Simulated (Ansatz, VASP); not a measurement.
## W2Cl in VASP and in Ansatz

```
W Cl
1.0
     4.64967    0.00000    0.00000
    -2.32483    4.02673    0.00000
     0.00000    0.00000    2.78564
W Cl
2 1
Direct
  0.33333 0.66667 0.50000
  0.66667 0.33333 0.50000
  0.00000 0.00000 0.00000
```

Change from the starting cell: species swapped into the YB2 type (P6/mmm, No. 191).

Alike in both runs: functional PBE; k mesh 6 × 6 × 6; occupations gaussian, width 0.1 eV; no spin polarisation.

Ansatz relaxed the structure, and its values are those at the end. VASP's run is a single point on that final structure, the one shown.

|  | VASP | Ansatz |
| --- | --- | --- |
| version | VASP 6.6.1 | Ansatz 0.2.0 |
| potentials or method | VASP PAW PBE potentials, release 64 (W_sv, Cl), cutoff 520 eV | scalar-relativistic, plane waves, PAW |
| valence electrons in the cell | 35 | 35 |

Ansatz gave:

| Quantity | Value |
| --- | --- |
| gap on the k mesh at the Fermi level (eV) | none |
| pressure (GPa) | 0.1 |

Task: Which values does VASP return?

Result: gap on the k mesh at the Fermi level (eV): none; pressure (GPa): 0.3.

A gap of «none» marks a metal or a gap that the smearing closes. The functional is the same, so the differences come from potentials, cutoffs and numerics.

The k mesh is coarse, so the values compare programs but aren't converged. Neither program's run includes spin-orbit coupling.
